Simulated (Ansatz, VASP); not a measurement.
## Two plane-wave programs on Ti3Al

```
Ti Al
1.0
     2.92754    0.00000    0.00000
    -1.46377    2.53533    0.00000
     0.00000    0.00000    9.22636
Ti Al
3 1
Direct
  0.66667 0.33333 0.00000
  0.33333 0.66667 0.75059
  0.33333 0.66667 0.24941
  0.66667 0.33333 0.50000
```

Alike in both runs: task relaxation of cell and atoms; functional LDA; k mesh 8 × 8 × 3; occupations fermi-dirac, width 0.1 eV; no spin polarisation.

|  | VASP | Ansatz |
| --- | --- | --- |
| version | VASP 6.6.1 | Ansatz 0.2.0 |
| potentials or method | VASP PAW LDA potentials, release 64 (Ti_sv, Al) | plane waves, PAW |
| plane-wave cutoff (eV) | 600 | 420 |
| valence electrons in the cell | 39 | 39 |

|  | VASP | Ansatz | Ansatz less VASP |
| --- | --- | --- | --- |
| relaxed volume (Å³/atom) | 16.01 | 16.04 | +0.025 |
| relaxed cell length with the largest relative difference (Å) | 9.049 | 9.059 | +0.0099 |

LDA's correlation is that of Perdew and Zunger in VASP and of Perdew and Wang (1992) in Ansatz. Ansatz's warnings: stress scf threshold loose.
